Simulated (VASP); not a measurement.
# WSe2 in VASP: single point with PBE+D3(BJ)

Aim: the single point of WSe2 with PBE+D3(BJ).

Everything below comes from runs of VASP 6.6.1. Logs are shortened: lines on timing, memory, paths and dates and some standing lists are left out, and cuts for length are marked.

## (1) The cell of the first run

The cell holds a slab with vacuum, 24 atoms: a = 6.558 Å, b = 6.558 Å, c = 25.763 Å, α = 90.00°, β = 90.00°, γ = 120.00°.

## (2) Single point, PBE+D3(BJ)

INCAR reads:

```
ALGO = Normal
DIPOL = 0.5 0.5 0.500
EDIFF = 1E-6
ENCUT = 520
GGA = PE
IDIPOL = 3
ISIF = 2
ISMEAR = 0
IVDW = 12
LASPH = True
LCHARG = True
LDIPOL = True
LELF = True
LREAL = Auto
LVACPOTAV = True
LVHAR = True
LWAVE = False
NBANDS = 122
NELM = 60
PREC = Accurate
SIGMA = 0.05
```

KPOINTS reads:

```
k-points
0
Gamma
  3 3 1
```

POSCAR reads:

```
WSe2
1.0
    6.5580551140      0.0000000000      0.0000000000
   -3.2790275570      5.6794423281      0.0000000000
    0.0000000000      0.0000000000     25.7630503424
Se W
16 8
Direct
    0.1666666667      0.3333333333      0.3105222361
    0.1666666667      0.8333333333      0.3105222361
    0.6666666667      0.3333333333      0.3105222361
    0.6666666667      0.8333333333      0.3105222361
    0.1666666667      0.3333333333      0.4412810045
    0.1666666667      0.8333333333      0.4412810045
    0.6666666667      0.3333333333      0.4412810045
    0.6666666667      0.8333333333      0.4412810045
    0.3333333333      0.1666666667      0.5589369783
    0.3333333333      0.6666666667      0.5589369783
    0.8333333333      0.1666666667      0.5589369783
    0.8333333333      0.6666666667      0.5589369783
    0.3333333333      0.1666666667      0.6898193446
    0.3333333333      0.6666666667      0.6898193446
    0.8333333333      0.1666666667      0.6898193446
    0.8333333333      0.6666666667      0.6898193446
    0.3333333333      0.1666666667      0.3759016203
    0.3333333333      0.6666666667      0.3759016203
    0.8333333333      0.1666666667      0.3759016203
    0.8333333333      0.6666666667      0.3759016203
    0.1666666667      0.3333333333      0.6243661159
    0.1666666667      0.8333333333      0.6243661159
    0.6666666667      0.3333333333      0.6243661159
    0.6666666667      0.8333333333      0.6243661159
```

Potentials or basis: VASP PAW PBE potentials, release 64 (Se, W_sv).

Command:

```
$ cat potpaw_PBE.64/Se/POTCAR potpaw_PBE.64/W_sv/POTCAR > POTCAR
$ mpirun -np 1 vasp_std > vasp.out
```

OUTCAR:

```text
EDIFF = 1E-6
   ENCUT = 520
   GGA = PE
   ISIF = 2
   ISMEAR = 0
   IVDW = 12
   LASPH = True
   LREAL = Auto
   NELM = 60
   PREC = Accurate
 IVDW          = 12

 ion  position               nearest neighbor table
   1  0.167  0.333  0.311-  17 2.53  18 2.53  19 2.53
   2  0.167  0.833  0.311-  18 2.53  17 2.53  20 2.53
   3  0.667  0.333  0.311-  19 2.53  20 2.53  17 2.53
   4  0.667  0.833  0.311-  20 2.53  19 2.53  18 2.53
   5  0.167  0.333  0.441-  17 2.53  18 2.53  19 2.53
   6  0.167  0.833  0.441-  18 2.53  17 2.53  20 2.53
[... 8 lines left out ...]
  15  0.833  0.167  0.690-  23 2.54  24 2.54  21 2.54
  16  0.833  0.667  0.690-  24 2.54  23 2.54  22 2.54
  17  0.333  0.167  0.376-   1 2.53   5 2.53   2 2.53   6 2.53   3 2.53   7 2.53  18 3.28  20 3.28
                            18 3.28  20 3.28  19 3.28  19 3.28
  18  0.333  0.667  0.376-   2 2.53   6 2.53   5 2.53   1 2.53   4 2.53   8 2.53  17 3.28  19 3.28
                            17 3.28  19 3.28  20 3.28  20 3.28
  19  0.833  0.167  0.376-   3 2.53   7 2.53   4 2.53   8 2.53   1 2.53   5 2.53  18 3.28  20 3.28
                            20 3.28  18 3.28  17 3.28  17 3.28
[... 15 lines left out ...]
  Lattice vectors:

 A1 = (   6.5580551140,   0.0000000000,   0.0000000000)
 A2 = (  -3.2790275570,   5.6794423281,   0.0000000000)
 A3 = (   0.0000000000,   0.0000000000,  25.7630503424)

Analysis of symmetry for initial positions (statically):
=====================================================================
 Subroutine PRICEL returns following result:

  LATTYP: Found a hexagonal cell.
 ALAT       =     3.2790275570
 C/A-ratio  =     7.8569179107

  Lattice vectors:

 A1 = (   3.2790275570,   0.0000000000,   0.0000000000)
 A2 = (  -1.6395137785,   2.8397211641,   0.0000000000)
 A3 = (   0.0000000000,   0.0000000000,  25.7630503424)

   4 primitive cells build up your supercell.

 Routine SETGRP: Setting up the symmetry group for a
 hexagonal supercell.

 Subroutine GETGRP returns: Found  6 space group operations
 (whereof  6 operations were pure point group operations)
 out of a pool of 24 trial point group operations.

The static configuration has the point symmetry C_3v.

Analysis of symmetry for dynamics (positions and initial velocities):
=====================================================================
 Subroutine PRICEL returns following result:

  LATTYP: Found a hexagonal cell.
 ALAT       =     3.2790275570
 C/A-ratio  =     7.8569179107

  Lattice vectors:

 A1 = (   3.2790275570,   0.0000000000,   0.0000000000)
 A2 = (  -1.6395137785,   2.8397211641,   0.0000000000)
 A3 = (   0.0000000000,   0.0000000000,  25.7630503424)

   4 primitive cells build up your supercell.

 Routine SETGRP: Setting up the symmetry group for a
 hexagonal supercell.

 Subroutine GETGRP returns: Found  6 space group operations
 (whereof  6 operations were pure point group operations)
 out of a pool of 24 trial point group operations.

The dynamic configuration has the point symmetry C_3v.

 Subroutine INISYM returns: Found  6 space group operations
 (whereof  6 operations are pure point group operations),
 and found     4 'primitive' translations

----------------------------------------------------------------------------------------

                                     Primitive cell

  volume of cell :     239.8933

  direct lattice vectors                    reciprocal lattice vectors
     3.279027557  0.000000000  0.000000000     0.304968465  0.176073625  0.000000000
    -1.639513779  2.839721164  0.000000000     0.000000000  0.352147250  0.000000000
     0.000000000  0.000000000 25.763050342     0.000000000  0.000000000  0.038815280

  length of vectors
     3.279027557  3.279027557 25.763050342     0.352147250  0.352147250  0.038815280

  position of ions in fractional coordinates (direct lattice)
     0.333333333  0.666666667  0.310522236
     0.333333333  0.666666667  0.441281004
     0.666666667  0.333333333  0.558936978
     0.666666667  0.333333333  0.689819345
     0.666666667  0.333333333  0.375901620
     0.333333333  0.666666667  0.624366116

  ion indices of the primitive-cell ions
   primitive index   ion index
                 1           1
                 2           5
                 3           9
                 4          13
                 5          17
                 6          21

----------------------------------------------------------------------------------------

 KPOINTS: k-points

Automatic generation of k-mesh.
 Grid dimensions read from file:
 generate k-points for:    3    3    1

 Generating k-lattice:

  Cartesian coordinates                     Fractional coordinates (reciprocal lattice)
     0.050828077  0.029345604  0.000000000     0.333333333  0.000000000  0.000000000
     0.000000000  0.058691208  0.000000000     0.000000000  0.333333333  0.000000000
     0.000000000  0.000000000  0.038815280     0.000000000  0.000000000  1.000000000

  Length of vectors
     0.058691208  0.058691208  0.038815280

  Shift w.r.t. Gamma in fractional coordinates (k-lattice)
     0.000000000  0.000000000  0.000000000

 Subroutine IBZKPT returns following result:
 ===========================================

 Found      3 irreducible k-points:

 Following reciprocal coordinates:
            Coordinates               Weight
  0.000000  0.000000  0.000000      1.000000
  0.333333 -0.000000  0.000000      6.000000
  0.333333  0.333333  0.000000      2.000000
   k-points           NKPTS =      3   k-points in BZ     NKDIM =      3   number of bands    NBANDS=    122
   number of dos      NEDOS =    301   number of ions     NIONS =     24
   total plane-waves  NPLWV = 480000
   dimension x,y,z NGX =    50 NGY =   50 NGZ =  192
   dimension x,y,z NGXF=   100 NGYF=  100 NGZF=  384
   ions per type =              16   8
   NGX,Y,Z   is equivalent  to a cutoff of  12.67, 12.67, 12.39 a.u.
   NGXF,Y,Z  is equivalent  to a cutoff of  25.35, 25.35, 24.78 a.u.
 SYSTEM =  unknown system
   PREC   = accura    normal or accurate (medium, high low for compatibility)
   ISTART =      0    job   : 0-new  1-cont  2-samecut
   ICHARG =      2    charge: 1-file 2-atom 10-const
   ISPIN  =      1    spin polarized calculation?
   LNONCOLLINEAR =      F non collinear calculations
   LSORBIT =      F    spin-orbit coupling
   LASPH  =      T    aspherical Exc in radial PAW
   ENCUT  =  520.0 eV  38.22 Ry    6.18 a.u.  12.19 12.19 47.90*2*pi/ulx,y,z
   NELM   =     60;   NELMIN=  2; NELMDL= -5     # of ELM steps
   EDIFF  = 0.1E-05   stopping-criterion for ELM
   LREAL  =      T    real-space projection
   EDIFFG = 0.1E-04   stopping-criterion for IOM
   NSW    =      0    number of steps for IOM
   IBRION =     -1    ionic relax: 0-MD 1-quasi-New 2-CG
   NFREE  =      0    steps in history (QN), initial steepest desc. (CG)
   ISIF   =      2    stress and relaxation
   ISYM   =      2    0-nonsym 1-usesym 2-fastsym
   POTIM  = 0.5000    time-step for ionic-motion
   TEBEG  =    0.0;   TEEND  =   0.0 temperature during run
   PSTRESS=    0.0 pullay stress
   NELECT =     208.0000    total number of electrons
   NUPDOWN=      -1.0000    fix difference up-down
   EMIN   =  10.00;   EMAX   =-10.00  energy-range for DOS
   EFERMI =   0.00;   METHOD = LEGACY
   ISMEAR =     0;   SIGMA  =   0.05  broadening in eV -4-tet -1-fermi 0-gaus
   EFERMI_NEDOS =   21; number of points for ismear=-14 and -15
   IALGO  =     38    algorithm
   IMIX   =      4    mixing-type and parameters
     AMIX     =   0.40;   BMIX     =  1.00
     AMIX_MAG =   1.60;   BMIX_MAG =  1.00
  volume/ion in A,a.u.               =      39.98       269.81
  Fermi-wavevector in a.u.,A,eV,Ry     =   0.983414  1.858384 13.158249  0.967104
  Thomas-Fermi vector in A             =   2.114571
   LORBIT       =      0    0 simple, 1 ext, 2 COOP (PROOUT), +10 PAW based schemes
   GGA     = PE    functional components
   LHFCALC =     F    Hartree Fock is set to
   AEXX    =    0.0000 exact exchange contribution
   IVDW    =    12    specifies the selected vdW correction
   LEPSILON=     F    determine dielectric tensor
   LRPA    =     F    only Hartree local field effects (RPA)
 non-spin polarized calculation
 Gauss-broadening in eV      SIGMA  =   0.05
  energy-cutoff  :      520.00
  volume of cell :      959.57
 maximum number of plane-waves:     25847
 NGX is ok and might be reduce to    50
   NGX = 25   NGY = 25   NGZ = 95

 dipolmoment           0.000000      0.000000      0.000035 electrons x Angstroem

 number of electron     208.0000018 magnetization

 dipolmoment           0.000000      0.000000     -0.000060 electrons x Angstroem

 Free energy of the ion-electron system (eV)
  ---------------------------------------------------
  ext. energy  EPLUGINS =         0.00000000
  ---------------------------------------------------
  free energy    TOTEN  =      -172.58646407 eV

  energy without entropy =     -172.58646407  energy(sigma->0) =     -172.58646407

 E-fermi :   1.0723     XC(G=0):  -5.8377

 val. band max:        0.6680720745   @ k =   0.0000   0.0000   0.0000
 cond. band min:       1.9511504057   @ k =   0.3333   0.3333   0.0000
 fundamental gap:      1.2830783312
 Fermi energy:         1.0722750724

 k-point     1 :       0.0000    0.0000    0.0000
  band No.  band energies     occupation
      1     -73.4937      2.00000
      2     -73.4936      2.00000
      3     -73.4830      2.00000
      4     -73.4830      2.00000
      5     -73.4830      2.00000
      6     -73.4829      2.00000
[... 346 lines left out ...]
    115       2.9368      0.00000
    116       2.9368      0.00000
 [bands above 116 left out]

------------------------ aborting loop because EDIFF is reached ----------------------------------------

 Edisp (eV)   -9.71296

 E8    (eV) :    -4.4672

  FORCE on cell =-STRESS in cart. coord.  units (eV):
  Direction    XX          YY          ZZ          XY          YZ          ZX
  --------------------------------------------------------------------------------------
  -------------------------------------------------------------------------------------
  Total       1.57495     1.57495     1.51683     0.00000     0.00000     0.00000
  in kB       2.62966     2.62966     2.53261     0.00000     0.00000     0.00000
  external pressure =        2.60 kB  Pullay stress =        0.00 kB

 VOLUME and BASIS-vectors are now :
 -----------------------------------------------------------------------------
  energy-cutoff  :      520.00
  volume of cell :      959.57
      direct lattice vectors                 reciprocal lattice vectors
     6.558055114  0.000000000  0.000000000     0.152484232  0.088036813  0.000000000
    -3.279027557  5.679442328  0.000000000     0.000000000  0.176073625  0.000000000
     0.000000000  0.000000000 25.763050342     0.000000000  0.000000000  0.038815280

 POSITION                                       TOTAL-FORCE (eV/Angst)
 -----------------------------------------------------------------------------------
      0.00000      1.89315      8.00000         0.000000      0.000000     -0.082712
     -1.63951      4.73287      8.00000        -0.000000      0.000000     -0.082712
      3.27903      1.89315      8.00000         0.000000      0.000000     -0.082712
      1.63951      4.73287      8.00000         0.000000      0.000000     -0.082712
      0.00000      1.89315     11.36874         0.000000     -0.000000      0.082354
     -1.63951      4.73287     11.36874        -0.000000      0.000000      0.082354
[... 16 lines left out ...]
      3.27903      1.89315     16.08558        -0.000000      0.000000      0.000092
      1.63951      4.73287     16.08558        -0.000000     -0.000000      0.000092
 -----------------------------------------------------------------------------------
    total drift:                                0.000000     -0.000000      0.004979

  FREE ENERGIE OF THE ION-ELECTRON SYSTEM (eV)
  ---------------------------------------------------
  free  energy   TOTEN  =      -182.2994265076 eV

  energy  without entropy=     -182.2994265076  energy(sigma->0) =     -182.29942651

 vacuum level on the upper side and lower side of the slab         5.590         5.590
```

Run time: 12 min. Hardware: 1 thread of Intel Xeon Platinum 8488C (Sapphire Rapids), shared host; peak memory 0.99 GiB.

What came out:

```yaml
Free_energy: -182.2994 eV
Largest_force: 0.083 eV/Å
Band_gap_on_the_k_mesh: 1.28 eV
Dispersion_energy_per_atom: -0.405 eV
```

Forces in eV/Å, atoms in the order of the input:
```
Se   0.000  0.000 -0.083
Se   0.000  0.000 -0.083
Se   0.000  0.000 -0.083
Se   0.000  0.000 -0.083
Se   0.000  0.000  0.082
Se   0.000  0.000  0.082
Se   0.000  0.000  0.082
Se   0.000  0.000  0.082
Se   0.000  0.000 -0.043
Se   0.000  0.000 -0.043
Se   0.000  0.000 -0.043
Se   0.000  0.000 -0.043
Se   0.000  0.000  0.036
Se   0.000  0.000  0.036
Se   0.000  0.000  0.036
Se   0.000  0.000  0.036
W    0.000  0.000  0.007
W    0.000  0.000  0.007
W    0.000  0.000  0.007
W    0.000  0.000  0.007
W    0.000  0.000  0.000
W    0.000  0.000  0.000
W    0.000  0.000  0.000
W    0.000  0.000  0.000
```

Caveat: spin-orbit coupling is left out, which moves the levels of the heavy elements.
